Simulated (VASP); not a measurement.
# CsLaS2 (R-3m) in VASP: a series of runs, part 2 of 2

VASP 6.6.1. Earlier steps stand in the parts before.

### Step 3. Electric field gradients, LDA

INCAR reads:

```
SYSTEM = CsLaS2
PREC     = Accurate       ! precision mode
ENCUT    = 520            ! plane-wave cutoff, eV
EDIFF    = 1E-8           ! SCF threshold, eV
ISMEAR   = -1             ! smearing method
SIGMA    = 0.03           ! smearing width, eV
LREAL    = .False.        ! projectors in reciprocal space
LASPH    = .True.         ! aspherical terms in the spheres
NELM     = 100            ! most SCF steps
ALGO     = Normal         ! electronic algorithm
ISIF     = 2              ! what is computed and relaxed
LWAVE    = .False.        ! write WAVECAR
LCHARG   = .False.        ! write CHGCAR
LEFG     = .True.       
NBANDS   = 24             ! bands
```

KPOINTS reads:

```
regular mesh
0
Gamma
  8 8 8
  0 0 0
```

POSCAR reads:

```
CsLaS2
1.0
    2.1659806087      1.2505294875      8.1006467352
   -2.1659806087      1.2505294875      8.1006467352
    0.0000000000     -2.5010589750      8.1006467352
Cs La S
1 1 2
Direct
    0.0000000000      0.0000000000      0.0000000000
    0.5000000000      0.5000000000      0.5000000000
    0.2290855100      0.2290855100      0.2290855100
    0.7709144900      0.7709144900      0.7709144900
```

Potentials or basis: VASP PAW LDA potentials, release 64 (Cs_sv, La, S).

Command:

```
$ cat potpaw_LDA.64/Cs_sv/POTCAR potpaw_LDA.64/La/POTCAR potpaw_LDA.64/S/POTCAR > POTCAR
$ mpirun -np 1 vasp_std > vasp.out
```

OUTCAR:

```text
SYSTEM = CsLaS2
   PREC = Accurate
   ENCUT = 520
   EDIFF = 1E-8
   ISMEAR = -1
   LREAL = .False.
   LASPH = .True.
   NELM = 100
   ISIF = 2

 ion  position               nearest neighbor table
   1  0.000  0.000  0.000-
   2  0.500  0.500  0.500-   3 2.93   3 2.93   4 2.93   4 2.93   3 2.93   4 2.93
   3  0.229  0.229  0.229-   2 2.93   2 2.93   2 2.93
   4  0.771  0.771  0.771-   2 2.93   2 2.93   2 2.93

  LATTYP: Found a trigonal (rhomboedric) cell.
 ALAT       =     8.4779580988
 COS(alpha) =     0.8694560972

  Lattice vectors:

 A1 = (   2.1659806087,   1.2505294875,   8.1006467352)
[... 873 lines left out ...]
 ion       V_xx      V_yy      V_zz      V_xy      V_xz      V_yz
---------------------------------------------------------------------
   1      60.120    60.120  -120.239    -0.000    -0.000     0.000
   2     -33.825   -33.825    67.651     0.000    -0.000     0.000
   3      -2.925    -2.925     5.851    -0.000    -0.000     0.000
   4      -2.925    -2.925     5.851     0.000     0.000     0.000
---------------------------------------------------------------------

 Electric field gradients after diagonalization (V/A^2)
 (convention: |V_zz| > |V_xx| > |V_yy|)
----------------------------------------------------------------------
 ion       V_xx      V_yy      V_zz     asymmetry (V_yy - V_xx)/ V_zz
----------------------------------------------------------------------
   1      60.120    60.120  -120.239       0.000
   2     -33.825   -33.825    67.651       0.000
   3      -2.925    -2.925     5.851       0.000
   4      -2.925    -2.925     5.851       0.000
----------------------------------------------------------------------

           NMR quadrupolar parameters

 Cq : quadrupolar parameter    Cq=e*Q*V_zz/h
 eta: asymmetry parameters     (V_yy - V_xx)/ V_zz
 Q  : nuclear electric quadrupole moment in mb (millibarn)
----------------------------------------------------------------------
 ion       Cq(MHz)       eta       Q (mb)
----------------------------------------------------------------------
   1      -0.291       0.000       1.000
   2       0.164       0.000       1.000
   3       0.014       0.000       1.000
   4       0.014       0.000       1.000
----------------------------------------------------------------------
```

OSZICAR:

```text
N       E                     dE             d eps       ncg     rms          rms(c)
DAV:   1     0.291431588569E+03    0.29143E+03   -0.12562E+04  3120   0.154E+03
DAV:   2     0.348289952359E+02   -0.25660E+03   -0.22492E+03  4048   0.271E+02
DAV:   3    -0.209856510129E+02   -0.55815E+02   -0.52269E+02  4704   0.134E+02
DAV:   4    -0.246910506520E+02   -0.37054E+01   -0.36730E+01  5208   0.320E+01
DAV:   5    -0.248340657699E+02   -0.14302E+00   -0.14292E+00  4544   0.544E+00    0.599E+00
DAV:   6    -0.237562290309E+02    0.10778E+01   -0.33278E+00  4576   0.721E+00    0.439E+00
DAV:   7    -0.235829815558E+02    0.17325E+00   -0.58691E-01  5296   0.380E+00    0.232E+00
DAV:   8    -0.235501253433E+02    0.32856E-01   -0.10587E-01  4936   0.182E+00    0.402E-01
DAV:   9    -0.235489567092E+02    0.11686E-02   -0.88446E-03  4864   0.686E-01    0.297E-01
DAV:  10    -0.235483916464E+02    0.56506E-03   -0.32636E-03  4832   0.293E-01    0.150E-01
DAV:  11    -0.235484115918E+02   -0.19945E-04   -0.22521E-04  4376   0.843E-02    0.814E-02
DAV:  12    -0.235484190444E+02   -0.74526E-05   -0.11051E-04  5000   0.540E-02    0.264E-02
DAV:  13    -0.235484181809E+02    0.86356E-06   -0.19002E-05  4912   0.306E-02    0.726E-03
DAV:  14    -0.235484184537E+02   -0.27281E-06   -0.22445E-06  4912   0.853E-03    0.592E-03
DAV:  15    -0.235484185044E+02   -0.50727E-07   -0.25444E-07  4552   0.272E-03    0.291E-03
DAV:  16    -0.235484184990E+02    0.53760E-08   -0.27936E-08  3712   0.104E-03
   1 F= -.23548418E+02 E0= -.23548418E+02  d E =-.307344E-10
```

Run time: 12 min. Hardware: 1 thread of Intel Xeon Platinum 8488C (Sapphire Rapids), shared host; peak memory 0.56 GiB.

Results:

```yaml
Free_energy: -23.5484 eV
Pressure: -3.1 GPa
Largest_force: 0.180 eV/Å
Band_gap_on_the_k_mesh: 2.30 eV, indirect (least direct gap 2.48 eV)
```

Forces on the atoms (eV/Å):
```
Cs   0.000  0.000  0.000
La   0.000  0.000  0.000
S    0.000  0.000 -0.180
S    0.000  0.000  0.180
```

Stress tensor (GPa, compression positive):
```
-2.95  0.00  0.00
 0.00 -2.95  0.00
 0.00  0.00 -3.33
```

Electric field gradients, principal values (V/Å²):
| atom | least | middle | greatest (by size) |
| --- | --- | --- | --- |
| 1 Cs | 60.120 | 60.120 | -120.239 |
| 2 La | -33.825 | -33.825 | 67.651 |
| 3 S | -2.925 | -2.925 | 5.851 |
| 4 S | -2.925 | -2.925 | 5.851 |

Caveat: without QUAD_EFG the Cq values of the log hold for a quadrupole moment of 1 mb, not for the nuclei; spin-orbit coupling is left out, which moves the levels of the heavy elements. A k mesh can miss the band edges.
